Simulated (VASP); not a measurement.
# WSe2 in VASP: single point with PBE

Aim: the single point of WSe2 with PBE.

Everything below comes from runs of VASP 6.6.1. Logs are shortened: lines on timing, memory, paths and dates and some standing lists are left out, and cuts for length are marked.

## (1) The cell of the first run

The cell holds a slab with vacuum, 6 atoms: a = 3.255 Å, b = 3.255 Å, c = 22.171 Å, α = 90.00°, β = 90.00°, γ = 120.00°.

## (2) Single point, PBE (strained and its atoms moved)

The input, INCAR:

```
ALGO = Normal ; EDIFF = 1E-6
ENCUT = 520 ; GGA = PE
ISIF = 2 ; ISMEAR = 0
LASPH = True ; LCHARG = False
LREAL = False ; LWAVE = False
NBANDS = 35 ; NELM = 80
PREC = Accurate ; SIGMA = 0.02
```

The input, KPOINTS:

```
k-points
0
Gamma
  9 9 2
```

The input, POSCAR:

```
WSe2
1.0
    3.2553780920      0.0000000000      0.0000000000
   -1.6276890460      2.8192401266      0.0000000000
    0.0000000000      0.0000000000     22.1711978959
W Se
2 4
Direct
    0.6666666667      0.3333333333      0.1412128165
    0.3333333333      0.6666666667      0.8603942590
    0.3333333333      0.6666666667      0.2167194606
    0.6666666667      0.3333333333      0.9205667725
    0.3333333333      0.6666666667      0.0636290434
    0.6666666667      0.3333333333      0.7974776481
```

Potentials or basis: VASP PAW PBE potentials, release 64 (W_sv, Se).

Run with:

```
$ cat potpaw_PBE.64/W_sv/POTCAR potpaw_PBE.64/Se/POTCAR > POTCAR
$ mpirun -np 1 vasp_std > vasp.out
```

OUTCAR:

```text
EDIFF = 1E-6
   ENCUT = 520
   GGA = PE
   ISIF = 2
   ISMEAR = 0
   LASPH = True
   LREAL = False
   NELM = 80
   PREC = Accurate

 ion  position               nearest neighbor table
   1  0.667  0.333  0.141-   3 2.52   3 2.52   3 2.52   5 2.55   5 2.55   5 2.55
   2  0.333  0.667  0.860-   4 2.30   4 2.30   4 2.30   6 2.34   6 2.34   6 2.34
   3  0.333  0.667  0.217-   1 2.52   1 2.52   1 2.52
   4  0.667  0.333  0.921-   2 2.30   2 2.30   2 2.30   6 2.73
   5  0.333  0.667  0.064-   1 2.55   1 2.55   1 2.55
   6  0.667  0.333  0.797-   2 2.34   2 2.34   2 2.34   4 2.73

  LATTYP: Found a hexagonal cell.
 ALAT       =     3.2553780920
 C/A-ratio  =     6.8106368198

  Lattice vectors:

 A1 = (   3.2553780920,   0.0000000000,   0.0000000000)
 A2 = (  -1.6276890460,   2.8192401266,   0.0000000000)
 A3 = (   0.0000000000,   0.0000000000,  22.1711978959)

Analysis of symmetry for initial positions (statically):
=====================================================================
 Subroutine PRICEL returns:
 Original cell was already a primitive cell.

 Routine SETGRP: Setting up the symmetry group for a
 hexagonal supercell.

 Subroutine GETGRP returns: Found  6 space group operations
 (whereof  6 operations were pure point group operations)
 out of a pool of 24 trial point group operations.

The static configuration has the point symmetry C_3v.

Analysis of symmetry for dynamics (positions and initial velocities):
=====================================================================
 Subroutine PRICEL returns:
 Original cell was already a primitive cell.

 Routine SETGRP: Setting up the symmetry group for a
 hexagonal supercell.

 Subroutine GETGRP returns: Found  6 space group operations
 (whereof  6 operations were pure point group operations)
 out of a pool of 24 trial point group operations.

The dynamic configuration has the point symmetry C_3v.

 Subroutine INISYM returns: Found  6 space group operations
 (whereof  6 operations are pure point group operations),
 and found     1 'primitive' translations

----------------------------------------------------------------------------------------

                                     Primitive cell

  volume of cell :     203.4804

  direct lattice vectors                    reciprocal lattice vectors
     3.255378092  0.000000000  0.000000000     0.307183980  0.177352754  0.000000000
    -1.627689046  2.819240127  0.000000000     0.000000000  0.354705508  0.000000000
     0.000000000  0.000000000 22.171197896     0.000000000  0.000000000  0.045103562

  length of vectors
     3.255378092  3.255378092 22.171197896     0.354705508  0.354705508  0.045103562

  position of ions in fractional coordinates (direct lattice)
     0.666666667  0.333333333  0.141212817
     0.333333333  0.666666667  0.860394259
     0.333333333  0.666666667  0.216719461
     0.666666667  0.333333333  0.920566773
     0.333333333  0.666666667  0.063629043
     0.666666667  0.333333333  0.797477648

  ion indices of the primitive-cell ions
   primitive index   ion index
                 1           1
                 2           2
                 3           3
                 4           4
                 5           5
                 6           6

----------------------------------------------------------------------------------------

 KPOINTS: k-points

Automatic generation of k-mesh.
 Grid dimensions read from file:
 generate k-points for:    9    9    2

 Generating k-lattice:

  Cartesian coordinates                     Fractional coordinates (reciprocal lattice)
     0.034131553  0.019705862  0.000000000     0.111111111  0.000000000  0.000000000
     0.000000000  0.039411723  0.000000000     0.000000000  0.111111111  0.000000000
     0.000000000  0.000000000  0.022551781     0.000000000  0.000000000  0.500000000

  Length of vectors
     0.039411723  0.039411723  0.022551781

  Shift w.r.t. Gamma in fractional coordinates (k-lattice)
     0.000000000  0.000000000  0.000000000

 Subroutine IBZKPT returns following result:
 ===========================================

 Found     24 irreducible k-points:

 Following reciprocal coordinates:
            Coordinates               Weight
  0.000000  0.000000  0.000000      1.000000
  0.111111  0.000000  0.000000      6.000000
  0.222222 -0.000000  0.000000      6.000000
  0.333333  0.000000  0.000000      6.000000
  0.444444 -0.000000  0.000000      6.000000
  0.111111  0.111111  0.000000      6.000000
[... 16 lines left out ...]
  0.333333  0.222222  0.500000     12.000000
  0.333333  0.333333  0.500000      2.000000
   k-points           NKPTS =     24   k-points in BZ     NKDIM =     24   number of bands    NBANDS=     35
   number of dos      NEDOS =    301   number of ions     NIONS =      6
   total plane-waves  NPLWV =  96768
   dimension x,y,z NGX =    24 NGY =   24 NGZ =  168
   dimension x,y,z NGXF=    48 NGYF=   48 NGZF=  336
   ions per type =               2   4
   NGX,Y,Z   is equivalent  to a cutoff of  12.26, 12.26, 12.60 a.u.
   NGXF,Y,Z  is equivalent  to a cutoff of  24.51, 24.51, 25.19 a.u.
 SYSTEM =  unknown system
   PREC   = accura    normal or accurate (medium, high low for compatibility)
   ISTART =      0    job   : 0-new  1-cont  2-samecut
   ICHARG =      2    charge: 1-file 2-atom 10-const
   ISPIN  =      1    spin polarized calculation?
   LNONCOLLINEAR =      F non collinear calculations
   LSORBIT =      F    spin-orbit coupling
   LASPH  =      T    aspherical Exc in radial PAW
   ENCUT  =  520.0 eV  38.22 Ry    6.18 a.u.   6.05  6.05 41.22*2*pi/ulx,y,z
   NELM   =     80;   NELMIN=  2; NELMDL= -5     # of ELM steps
   EDIFF  = 0.1E-05   stopping-criterion for ELM
   LREAL  =      F    real-space projection
   EDIFFG = 0.1E-04   stopping-criterion for IOM
   NSW    =      0    number of steps for IOM
   IBRION =     -1    ionic relax: 0-MD 1-quasi-New 2-CG
   NFREE  =      0    steps in history (QN), initial steepest desc. (CG)
   ISIF   =      2    stress and relaxation
   ISYM   =      2    0-nonsym 1-usesym 2-fastsym
   POTIM  = 0.5000    time-step for ionic-motion
   TEBEG  =    0.0;   TEEND  =   0.0 temperature during run
   PSTRESS=    0.0 pullay stress
   NELECT =      52.0000    total number of electrons
   NUPDOWN=      -1.0000    fix difference up-down
   EMIN   =  10.00;   EMAX   =-10.00  energy-range for DOS
   EFERMI =   0.00;   METHOD = LEGACY
   ISMEAR =     0;   SIGMA  =   0.02  broadening in eV -4-tet -1-fermi 0-gaus
   EFERMI_NEDOS =   21; number of points for ismear=-14 and -15
   IALGO  =     38    algorithm
   IMIX   =      4    mixing-type and parameters
     AMIX     =   0.40;   BMIX     =  1.00
     AMIX_MAG =   1.60;   BMIX_MAG =  1.00
  volume/ion in A,a.u.               =      33.91       228.86
  Fermi-wavevector in a.u.,A,eV,Ry     =   1.038887  1.963212 14.684586  1.079287
  Thomas-Fermi vector in A             =   2.173392
   LORBIT       =      0    0 simple, 1 ext, 2 COOP (PROOUT), +10 PAW based schemes
   GGA     = PE    functional components
   LHFCALC =     F    Hartree Fock is set to
   AEXX    =    0.0000 exact exchange contribution
   IVDW    =     0    specifies the selected vdW correction
   LEPSILON=     F    determine dielectric tensor
   LRPA    =     F    only Hartree local field effects (RPA)
 non-spin polarized calculation
 Gauss-broadening in eV      SIGMA  =   0.02
  energy-cutoff  :      520.00
  volume of cell :      203.48
 maximum number of plane-waves:      5550
   NGX = 13   NGY = 13   NGZ = 83

 number of electron      52.0000002 magnetization

 Free energy of the ion-electron system (eV)
  ---------------------------------------------------
  ext. energy  EPLUGINS =         0.00000000
  ---------------------------------------------------
  free energy    TOTEN  =       -40.40294963 eV

  energy without entropy =      -40.40242616  energy(sigma->0) =      -40.40268790

 E-fermi :   1.8998     XC(G=0):  -6.6410

 val. band max:        1.8861029149   @ k =   0.1111   0.0000   0.5000
 cond. band min:       2.2838182654   @ k =   0.0000   0.0000   0.5000
 fundamental gap:      0.3977153505
 Fermi energy:         1.8997841306

 k-point     1 :       0.0000    0.0000    0.0000
  band No.  band energies     occupation
      1     -72.5718      2.00000
      2     -72.3616      2.00000
      3     -36.9901      2.00000
      4     -36.9886      2.00000
      5     -36.9886      2.00000
      6     -36.6295      2.00000
[... 27 lines left out ...]
     34       5.5202      0.00000
     35       5.7090      0.00000

 k-point     2 :       0.1111    0.0000    0.0000
  band No.  band energies     occupation
      1     -72.5700      2.00000
      2     -72.3602      2.00000
      3     -37.0309      2.00000
      4     -36.9977      2.00000
      5     -36.9810      2.00000
      6     -36.6237      2.00000
[... 27 lines left out ...]
     34       5.1983      0.00000
     35       6.3886      0.00000

 k-point     3 :       0.2222   -0.0000    0.0000
  band No.  band energies     occupation
      1     -72.5654      2.00000
      2     -72.3566      2.00000
      3     -37.1362      2.00000
      4     -37.0207      2.00000
      5     -36.9580      2.00000
      6     -36.6090      2.00000
[... 27 lines left out ...]
     34       5.9078      0.00000
     35       7.0432      0.00000

 k-point     4 :       0.3333    0.0000    0.0000
  band No.  band energies     occupation
      1     -72.5602      2.00000
      2     -72.3526      2.00000
      3     -37.2534      2.00000
      4     -37.0467      2.00000
      5     -36.9318      2.00000
      6     -36.6565      2.00000
[... 27 lines left out ...]
     34       6.8021      0.00000
     35       7.4640      0.00000

 k-point     5 :       0.4444   -0.0000    0.0000
  band No.  band energies     occupation
      1     -72.5567      2.00000
      2     -72.3500      2.00000
      3     -37.3285      2.00000
      4     -37.0635      2.00000
      5     -36.9146      2.00000
      6     -36.7120      2.00000
[... 638 lines left out ...]
 k-point    22 :       0.2222    0.2222    0.5000
  band No.  band energies     occupation
      1     -72.5579      2.00000
      2     -72.3508      2.00000
      3     -37.2622      2.00000
      4     -37.1015      2.00000
      5     -36.9202      2.00000
      6     -36.6614      2.00000
[... 27 lines left out ...]
     34       7.2876      0.00000
     35       8.2307      0.00000

 k-point    23 :       0.3333    0.2222    0.5000
  band No.  band energies     occupation
      1     -72.5552      2.00000
      2     -72.3488      2.00000
      3     -37.2917      2.00000
      4     -37.1432      2.00000
      5     -36.9070      2.00000
      6     -36.6814      2.00000
[... 27 lines left out ...]
     34       7.0162      0.00000
     35       7.3653      0.00000

 k-point    24 :       0.3333    0.3333    0.5000
  band No.  band energies     occupation
      1     -72.5543      2.00000
      2     -72.3481      2.00000
      3     -37.2700      2.00000
      4     -37.1902      2.00000
      5     -36.9025      2.00000
      6     -36.6546      2.00000
[... 27 lines left out ...]
     34       7.0623      0.00000
     35       7.4812      0.00000

------------------------ aborting loop because EDIFF is reached ----------------------------------------

  FORCE on cell =-STRESS in cart. coord.  units (eV):
  Direction    XX          YY          ZZ          XY          YZ          ZX
  --------------------------------------------------------------------------------------
  -------------------------------------------------------------------------------------
  Total       16.5569591     16.5569591     25.6165090      0.0000000      0.0000000      0.0000000
  in kB      130.3672472    130.3672472    201.7009127      0.0000000      0.0000000      0.0000000
  external PRESSURE =     154.1451357 kB  Pullay stress =       0.0000000 kB

 VOLUME and BASIS-vectors are now :
 -----------------------------------------------------------------------------
  energy-cutoff  :      520.00
  volume of cell :      203.48
      direct lattice vectors                 reciprocal lattice vectors
     3.255378092  0.000000000  0.000000000     0.307183980  0.177352754  0.000000000
    -1.627689046  2.819240127  0.000000000     0.000000000  0.354705508  0.000000000
     0.000000000  0.000000000 22.171197896     0.000000000  0.000000000  0.045103562

 POSITION                                       TOTAL-FORCE (eV/Angst)
 -----------------------------------------------------------------------------------
      1.62769      0.93975      3.13086         0.000000      0.000000     -0.632643
     -0.00000      1.87949     19.07597        -0.000000     -0.000000     -1.430741
     -0.00000      1.87949      4.80493        -0.000000      0.000000      0.496006
      1.62769      0.93975     20.41007        -0.000000      0.000000      9.564845
     -0.00000      1.87949      1.41073         0.000000     -0.000000      0.295652
      1.62769      0.93975     17.68103        -0.000000      0.000000     -8.293119
 -----------------------------------------------------------------------------------
    total drift:                                0.000000     -0.000000      0.000255

  FREE ENERGIE OF THE ION-ELECTRON SYSTEM (eV)
  ---------------------------------------------------
  free  energy   TOTEN  =       -40.4029496341 eV

  energy  without entropy=      -40.4024261636  energy(sigma->0) =      -40.40268790
```

Run time: 2.5 min. Hardware: 1 thread of AMD EPYC 9R45 (Zen 5), shared host; peak memory 0.35 GiB.

Results:

- Free energy: -40.4029 eV
- Largest force: 9.565 eV/Å
- Band gap on the k mesh: zero (bands 26 and 27 overlap by 0.65 eV)

Forces on the atoms (eV/Å):
```
W    0.000  0.000 -0.633
W    0.000  0.000 -1.431
Se   0.000  0.000  0.496
Se   0.000  0.000  9.565
Se   0.000  0.000  0.296
Se   0.000  0.000 -8.293
```

Caveat: the cell differs from its parent crystal (strained and its atoms moved); spin-orbit coupling is left out, which moves the levels of the heavy elements.
